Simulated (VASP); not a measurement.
Write the native input for VASP 6.6.1 that does the following.

```yaml
Task: single point
Functional: PBEsol
Potentials_or_basis: VASP PAW PBE potentials, release 64 (Ru_pv)
Cutoff: 520 eV
k_mesh: 14 × 14 × 8
Occupations: fermi-dirac, width 0.03 eV
Spin: no spin polarisation
Dipole_correction: no
Further_INCAR_settings: ALGO = Normal; EDIFF = 1e-06; NBANDS = 21
```

The structure of Ru lies in POSCAR:

```
Ru
1.0
    2.6787413409      0.0000000000      0.0000000000
   -1.3393706704      2.3198580514      0.0000000000
    0.0000000000      0.0000000000      4.2819000000
Ru
2
Direct
    0.3333333333      0.6666666667      0.2500000000
    0.6666666667      0.3333333333      0.7500000000
```

This cell differs from its parent crystal: equal xx and yy strain of -1 %.

The input as run:

INCAR

```
SYSTEM = Ru
  ALGO = Normal
  EDIFF = 1E-6
  ENCUT = 520
  GGA = PS
  ISIF = 2
  ISMEAR = -1
  LASPH = .True.
  LCHARG = .False.
  LREAL = .False.
  LWAVE = .False.
  NBANDS = 21
  NELM = 60
  PREC = Accurate
  SIGMA = 0.03
```

KPOINTS

```
k-points
0
Gamma
  14 14 8
  0 0 0
```

Potentials or basis: VASP PAW PBE potentials, release 64 (Ru_pv).

Launch:

```console
$ cat potpaw_PBE.64/Ru_pv/POTCAR > POTCAR
$ mpirun -np 1 vasp_std > vasp.out
```

It gave:

```json
{
  "Pressure": "0.3 GPa",
  "Band gap on the k mesh": "zero (bands 14 and 15 overlap by 3.26 eV)"
}
```

Caveat: the cell differs from its parent crystal (equal xx and yy strain of -1 %); the PAW data sets were made with another functional, which shifts forces and pressure a little.

Run time: 80 s on 1 thread of AMD EPYC 7R13, on a shared host, peak memory 0.15 GiB.
